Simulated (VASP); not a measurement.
Write the native input for VASP 6.6.1 that does the following.

```yaml
Task: single point
Functional: RPBE
Dispersion: D4
Potentials_or_basis: VASP PAW PBE potentials, release 64 (Pt)
Cutoff: 520 eV
k_mesh: 12 × 12 × 12
Occupations: fermi-dirac, width 0.05 eV
Spin: no spin polarisation
Dipole_correction: no
Further_INCAR_settings: ALGO = Fast; EDIFF = 1e-06; NBANDS = 11
```

The structure of Pt lies in POSCAR:

```
Pt
1.0
    0.0000000000      1.9609000000      1.9609000000
    1.9609000000      0.0000000000      1.9609000000
    1.9609000000      1.9609000000      0.0000000000
Pt
1
Direct
    0.0000000000      0.0000000000      0.0000000000
```

These files were run (other wordings do the same):

INCAR

```
SYSTEM = Pt
PREC = Accurate
ENCUT = 520
EDIFF = 1E-6
ISMEAR = -1
SIGMA = 0.05
LREAL = .FALSE.
LASPH = .TRUE.
NELM = 100
ALGO = Fast
ISIF = 2
LWAVE = .FALSE.
LCHARG = .FALSE.
GGA = RP
IVDW = 13
NBANDS = 11
```

KPOINTS

```
regular mesh
0
G
  12 12 12
  0 0 0
```

Potentials or basis: VASP PAW PBE potentials, release 64 (Pt).

Command:

```bash
$ cat potpaw_PBE.64/Pt/POTCAR > POTCAR
$ mpirun -np 1 vasp_std > vasp.out
```

It gave:

```json
{
 "Pressure": "-0.6 GPa",
 "Band gap on the k mesh": "zero (band 5 reaches 11.85 eV, above the bottom of band 6 at 9.62 eV)",
 "Dispersion energy per atom": "-1.463 eV"
}
```

Caveat: the PAW data sets were made with another functional, which shifts forces and pressure a little; spin-orbit coupling is left out, which moves the levels of the heavy elements; pairwise dispersion overbinds metals, which lowers pressure and volume.

It took 17 s on 1 thread of Intel Xeon 8259CL, with other jobs on the host, peak memory 0.15 GiB.
